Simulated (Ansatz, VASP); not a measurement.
Sn in VASP and in Ansatz

The input INCAR:

```
PREC     = Accurate       # precision mode
ENCUT    = 520            # plane-wave cutoff, eV
EDIFF    = 1E-6           # SCF threshold, eV
ISMEAR   = -1             # smearing method
SIGMA    = 0.08           # smearing width, eV
LREAL    = F              # projectors in reciprocal space
LASPH    = T              # aspherical terms in the spheres
NELM     = 60             # most SCF steps
ALGO     = Normal         # electronic algorithm
ISIF     = 2              # what is computed and relaxed
LWAVE    = F              # write WAVECAR
LCHARG   = F              # write CHGCAR
GGA      = PE             # functional
NBANDS   = 21             # bands
```

KPOINTS

```
Automatic mesh
0
Gamma
  10 10 10
```

File POSCAR:

```
Sn
1.0
    0.0000000000      2.9269744139      2.9269744139
    2.9269744139      0.0000000000      2.9269744139
    2.9269744139      2.9269744139      0.0000000000
Sn
2
Direct
   -0.1250000000     -0.1250000000     -0.1250000000
    0.1250000000      0.1250000000      0.1250000000
```

Input for Ansatz:

```yaml
crystal:
  lattice:
    - [0.0, 2.9269744139, 2.9269744139]
    - [2.9269744139, 0.0, 2.9269744139]
    - [2.9269744139, 2.9269744139, 0.0]
  atoms:
    - { symbol: Sn, position: [-0.125, -0.125, -0.125] }
    - { symbol: Sn, position: [0.125, 0.125, 0.125] }
kpoints:
  mp_grid: { grid: [10, 10, 10] }
scf:
  occupations: { method: fermi_dirac, width: 0.08 }
hamiltonian:
  xc: pbe
  pseudopotentials: { kind: paw }
output:
  forces: true
  stress: true
  eigenvalues: true
  populations: true
```

Change from the starting cell: volume scaled by 0.68, PAW files.

Alike in both runs: task single point; functional PBE; k mesh 10 × 10 × 10; occupations fermi-dirac, width 0.08 eV; no spin polarisation.

|  | VASP | Ansatz |
| --- | --- | --- |
| version | VASP 6.6.1 | Ansatz 0.2.0 |
| potentials or method | VASP PAW PBE potentials, release 64 (Sn_d) | PAW with Ansatz's default frozen-core files, scalar-relativistic |
| plane-wave cutoff (eV) | 520 | 420 |
| valence electrons in the cell | 28 | 28 |

```csv
,VASP,Ansatz,Ansatz less VASP
pressure (GPa),34.8,34.9,+0.12
```

Both programs put the cell under a high pressure, so it lies far from rest at this level. The functional is the same, so the differences come from potentials, cutoffs and numerics.
